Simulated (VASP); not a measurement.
Write the native input for VASP 6.6.1 that does the following.

- Task: single point
- Functional: PBE
- Potentials or basis: VASP PAW PBE potentials, release 64 (Ba_sv, Al, O)
- Cutoff: 520 eV
- k mesh: 4 × 4 × 4
- Occupations: gaussian, width 0.1 eV
- Spin: no spin polarisation
- Dipole correction: no
- Further INCAR settings: ALGO = Normal; EDIFF = 1e-06; NBANDS = 22

The structure of Ba2AlO lies in POSCAR:

```
Ba2AlO
1.0
    4.8391951500      0.0000000000      0.0000000000
    0.0000000000      4.8391951500      0.0000000000
    0.0000000000      0.0000000000      4.9206290200
Ba Al O
2 1 1
Direct
    0.5000000000      0.5000000000      0.5000000000
    0.0000000000      0.0000000000      0.0000000000
    0.5000000000      0.5000000000      0.0000000000
    0.0000000000      0.0000000000      0.5000000000
```

One way to write it, as run:

INCAR

```
ALGO     = Normal         # electronic algorithm
EDIFF    = 1E-6           # SCF threshold, eV
ENCUT    = 520            # plane-wave cutoff, eV
GGA      = PE             # functional
ISIF     = 2              # what is computed and relaxed
ISMEAR   = 0              # smearing method
LASPH    = T              # aspherical terms in the spheres
LCHARG   = F              # write CHGCAR
LREAL    = F              # projectors in reciprocal space
LWAVE    = F              # write WAVECAR
NBANDS   = 22             # bands
NELM     = 100            # most SCF steps
PREC     = Accurate       # precision mode
SIGMA    = 0.1            # smearing width, eV
```

KPOINTS

```
k-points
0
Gamma
  4 4 4
```

Potentials or basis: VASP PAW PBE potentials, release 64 (Ba_sv, Al, O).

Command:

```console
$ cat potpaw_PBE.64/Ba_sv/POTCAR potpaw_PBE.64/Al/POTCAR potpaw_PBE.64/O/POTCAR > POTCAR
$ mpirun -np 1 vasp_std > vasp.out
```

Results of the run:

| Quantity | Value |
| --- | --- |
| Pressure | 11.6 GPa |

Caveat: an odd number of electrons without spin polarisation forces a metal; a magnetic or distorted state may lie lower.

Run time: 18 s on 1 thread of Intel(R) Xeon(R) 6975P-C (Granite Rapids), on a shared host, peak memory 0.24 GiB.
